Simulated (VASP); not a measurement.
Write the native input for VASP 6.6.1 that does the following.

| Property | Result |
| --- | --- |
| Task | single point |
| Functional | PBEsol |
| Potentials or basis | VASP PAW PBE potentials, release 64 (Be, Mg, Zn, Cd, Te) |
| Cutoff | 520 eV |
| k mesh | 2 × 2 × 2, shifted |
| Occupations | gaussian, width 0.1 eV |
| Spin | no spin polarisation |
| Dipole correction | no |
| Further INCAR settings | LREAL = Auto; ALGO = Normal; EDIFF = 1e-06; NBANDS = 56; ISYM = 0 |

The structure of MgBe5ZnCdTe8 lies in POSCAR:

```
MgBe5ZnCdTe8
1.0
   -0.0000700493      0.0050907023     -6.8442846821
    4.1299275528      7.1767714803     -0.0053995715
    4.1297779802     -7.1766851128      0.0054860520
Be Mg Zn Cd Te
5 1 1 1 8
Direct
    0.0006464577      0.1713629506      0.3367911497
    0.0006433433      0.6626697081      0.8280954753
    0.5014239379      0.3376375818      0.6617943496
    0.4985933068      0.3279617807      0.1709201742
    0.4986082664      0.8284776304      0.6714528857
    0.9931298907      0.1696265466      0.8296390292
    0.4986564142      0.8371651556      0.1623004136
   -0.0083036243      0.6660044858      0.3332640907
    0.6386684265      0.1807188356      0.3413383030
    0.5917396324      0.1672601873      0.8321442257
    0.5899791071      0.6588973257      0.3405208199
    0.6386658773      0.6581007894      0.8187349257
    0.1398430969      0.3464892727      0.6529669123
    0.1458105925      0.3134791309      0.1768799201
    0.1458164298      0.8224213671      0.6858188607
    0.1144746094      0.8477154576      0.1517423308
```

These files were run (other wordings do the same):

INCAR

```
  PREC = Accurate
  ENCUT = 520
  EDIFF = 1E-6
  ISMEAR = 0
  SIGMA = 0.1
  LREAL = Auto
  LASPH = True
  NELM = 60
  ALGO = Normal
  ISIF = 2
  LWAVE = False
  LCHARG = False
  GGA = PS
  NBANDS = 56
  ISYM = 0
```

KPOINTS

```
Automatic mesh
0
Gamma
  2 2 2
  0.5 0.5 0.5
```

Potentials or basis: VASP PAW PBE potentials, release 64 (Be, Mg, Zn, Cd, Te).

Run with:

```bash
$ cat potpaw_PBE.64/Be/POTCAR potpaw_PBE.64/Mg/POTCAR potpaw_PBE.64/Zn/POTCAR potpaw_PBE.64/Cd/POTCAR potpaw_PBE.64/Te/POTCAR > POTCAR
$ mpirun -np 1 vasp_std > vasp.out
```

Results of the run:

| Property | Result |
| --- | --- |
| Pressure | 0.2 GPa |
| Largest force | 0.021 eV/Å |
| Band gap on the k mesh | 2.21 eV |

Caveat: the PAW data sets were made with another functional, which shifts forces and pressure a little; spin-orbit coupling is left out, which moves the levels of the heavy elements; a shifted mesh leaves out Γ, where band edges can lie.

Run time: 4.1 min on 1 thread of Intel(R) Xeon(R) Platinum 8375C CPU @ 2.90GHz (Ice Lake) (shared host), peak memory 0.53 GiB.
